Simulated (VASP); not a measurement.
Cs, 1 atom in the cell. The typed cell holds 1 atom: a = 5.410 Å, b = 5.368 Å, c = 5.411 Å, α = 109.72°, β = 108.99°, γ = 109.75°. 

| Quantity | Value |
| --- | --- |
| Program | VASP 6.6.1 |
| Task | single point |
| Functional | PBE |
| Dispersion | D3(BJ) |
| Potentials or basis | VASP PAW PBE potentials, release 64 (Cs_sv) |
| Cutoff | 520 eV |
| k mesh | 4 × 4 × 4 |
| Occupations | methfessel-paxton, width 0.136057 eV |
| Spin | no spin polarisation |
| Dipole correction | no |
| Further INCAR settings | ALGO = Normal; EDIFF = 1e-06; NBANDS = 10 |

Potentials or basis: VASP PAW PBE potentials, release 64 (Cs_sv).

The run is started by

```console
$ cat potpaw_PBE.64/Cs_sv/POTCAR > POTCAR
$ mpirun -np 1 vasp_std > vasp.out
```

Hardware: 1 thread of Intel Xeon 8259CL (shared host).

How long does it take, and how much memory?

Run time: 43 s on 1 thread of Intel Xeon 8259CL, with other jobs on the host, peak memory 0.25 GiB. Counts: scf iterations 10, k points 36.
